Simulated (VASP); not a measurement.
Here is a VASP 6.6.1 calculation.

File INCAR:

```
SYSTEM = ZnCu
PREC = Accurate ; ENCUT = 520
EDIFF = 1E-7 ; ISMEAR = -1
SIGMA = 0.05 ; LREAL = .False.
LASPH = .True. ; NELM = 150
ALGO = Normal ; ISIF = 2
LWAVE = .False. ; LCHARG = .False.
ISPIN = 2 ; MAGMOM = 0 0.15
LORBIT = 11 ; NUPDOWN = 0.15
LMAXMIX = 4 ; GGA = CA
NBANDS = 22
```

Contents of KPOINTS:

```
Automatic mesh
0
Gamma
  16 16 9
  0 0 0
```

The input POSCAR:

```
ZnCu
1.0
    1.4880390000     -2.1212790000      0.0000000000
    1.4880390000      2.1212790000      0.0000000000
    0.0000000000      0.0000000000      4.1407460000
Zn Cu
1 1
Direct
    0.5000000000      0.5000000000      0.5000000000
    0.0000000000      0.0000000000      0.0000000000
```

Potentials or basis: VASP PAW LDA potentials, release 64 (Zn, Cu).

The run is started by

```sh
$ cat potpaw_LDA.64/Zn/POTCAR potpaw_LDA.64/Cu/POTCAR > POTCAR
$ mpirun -np 1 vasp_std > vasp.out
```

**Question.** Predict the pressure.

**Answer.** -10.5 GPa.

Stress tensor (GPa, compression positive):
```
 -9.65   0.00   0.00
  0.00 -10.91   0.00
  0.00   0.00 -11.08
```

Caveat: the cell stands under tension; the total moment is fixed, so each spin has its own Fermi level and the state may be an excited one.
